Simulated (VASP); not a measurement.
Wanted: the native input for a VASP 6.6.1 run.

| Property | Result |
| --- | --- |
| Task | single point |
| Functional | PBEsol |
| Potentials or basis | VASP PAW PBE potentials, release 64 (Rb_sv, Br) |
| Cutoff | 520 eV |
| k mesh | 7 × 7 × 7 |
| Occupations | fermi-dirac, width 0.05 eV |
| Spin | no spin polarisation |
| Dipole correction | no |
| Further INCAR settings | ALGO = Normal; EDIFF = 1e-06; NBANDS = 15 |

The structure of RbBr lies in POSCAR:

```
RbBr
1.0
    0.0000000000      3.3013096464      3.3013096464
    3.3013096464      0.0000000000      3.3013096464
    3.3013096464      3.3013096464      0.0000000000
Rb Br
1 1
Direct
    0.0000000000      0.0000000000      0.0000000000
    0.5000000000      0.5000000000      0.5000000000
```

The input as run:

INCAR

```
ALGO = Normal ; EDIFF = 1E-6
ENCUT = 520 ; GGA = PS
ISIF = 2 ; ISMEAR = -1
LASPH = True ; LCHARG = True
LELF = True ; LREAL = False
LVHAR = True ; LWAVE = False
NBANDS = 15 ; NELM = 80
PREC = Accurate ; SIGMA = 0.05
```

KPOINTS

```
k-points
0
Gamma
  7 7 7
```

Potentials or basis: VASP PAW PBE potentials, release 64 (Rb_sv, Br).

Launch:

```console
$ cat potpaw_PBE.64/Rb_sv/POTCAR potpaw_PBE.64/Br/POTCAR > POTCAR
$ mpirun -np 1 vasp_std > vasp.out
```

It gave:

- Pressure: 2.0 GPa
- Band gap on the k mesh: 4.48 eV, direct

Caveat: the PAW data sets were made with another functional, which shifts forces and pressure a little.

Wall time 21 s on 1 thread of Intel(R) Xeon(R) Platinum 8488C (Sapphire Rapids), with other jobs on the host, peak memory 0.21 GiB.
